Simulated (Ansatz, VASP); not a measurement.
## One calculation of Ir, two programs

```
Ir
1.0
     0.00000    1.96840    1.96840
     1.96840    0.00000    1.96840
     1.96840    1.96840    0.00000
Ir
1
Direct
  0.00000 0.00000 0.00000
```

Alike in both runs: task single point; functional BLYP; k mesh 7 × 7 × 7; occupations fermi-dirac, width 0.1 eV; collinear spin.

|  | VASP | Ansatz |
| --- | --- | --- |
| version | VASP 6.6.1 | Ansatz 0.2.0 |
| potentials or method | VASP PAW PBE potentials, release 64 (Ir), cutoff 500 eV | plane waves (420 eV) with PAW, scalar-relativistic |
| valence electrons in the cell | 9 | 17 |

```tsv
	VASP	Ansatz	Ansatz less VASP
net moment per atom (μB)	0.00	0.00	0.000
```

VASP's potentials were made for PBE, not for BLYP. VASP's potentials hold 9 valence electrons a cell and Ansatz's 17, so a difference there can come from the potentials and not from the codes. Ansatz's warnings: seeded moment not kept.

The k mesh is coarse, so the values compare programs but aren't converged. Neither program's run includes spin-orbit coupling.
